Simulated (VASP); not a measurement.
## Ir: single point with LDA

Crystal: Ir.

```
Ir
1.0
     0.00000    1.82573    2.13063
     1.82573    0.00000    2.13063
     1.82573    1.82573    0.00000
Ir
1
Direct
  0.00000 0.00000 0.00000
```

This cell differs from its parent crystal: volume 14.204 Å^3 an atom, c/a of the conventional cell 1.1670.

```json
{
 "Program": "VASP 6.6.1",
 "Task": "single point",
 "Functional": "LDA",
 "Potentials or basis": "VASP PAW LDA potentials, release 64 (Ir)",
 "Cutoff": "520 eV",
 "k mesh": "22 × 22 × 22",
 "Occupations": "gaussian, width 0.15 eV",
 "Spin": "no spin polarisation",
 "Dipole correction": "no",
 "Further INCAR settings": "ALGO = Fast; EDIFF = 1e-07; NBANDS = 10"
}
```

```json
{
 "Pressure": "-1.3 GPa"
}
```

Stress tensor (GPa, compression positive):
```
 16.57   0.00   0.00
  0.00  16.57   0.00
  0.00   0.00 -37.02
```

Levels at points of the mesh, in eV from the Fermi level:
| k point | band 1 | band 2 | band 3 | band 4 | band 5 | band 6 | band 7 | band 8 | band 9 |
| --- | --- | --- | --- | --- | --- | --- | --- | --- | --- |
| (0.00, 0.00, 0.00) | -11.02 | -5.19 | -2.95 | -2.95 | -2.71 | 0.15 | 14.79 | 17.11 | 21.51 |
| (0.50, 0.00, 0.00) | -8.00 | -4.90 | -2.88 | -0.60 | 0.51 | 1.26 | 7.54 | 13.35 | 19.29 |
| (0.50, 0.50, 0.00) | -8.01 | -7.29 | -0.15 | 1.22 | 1.34 | 1.34 | 7.82 | 13.70 | 13.70 |
| (0.50, 0.00, 0.50) | -7.81 | -7.12 | 0.30 | 0.50 | 2.67 | 2.94 | 10.27 | 11.78 | 12.14 |

It took 65 s on 1 thread of Intel(R) Xeon(R) 6975P-C (Granite Rapids), on a shared host, peak memory 0.24 GiB.

Caveat: spin-orbit coupling is left out, which moves the levels of the heavy elements.
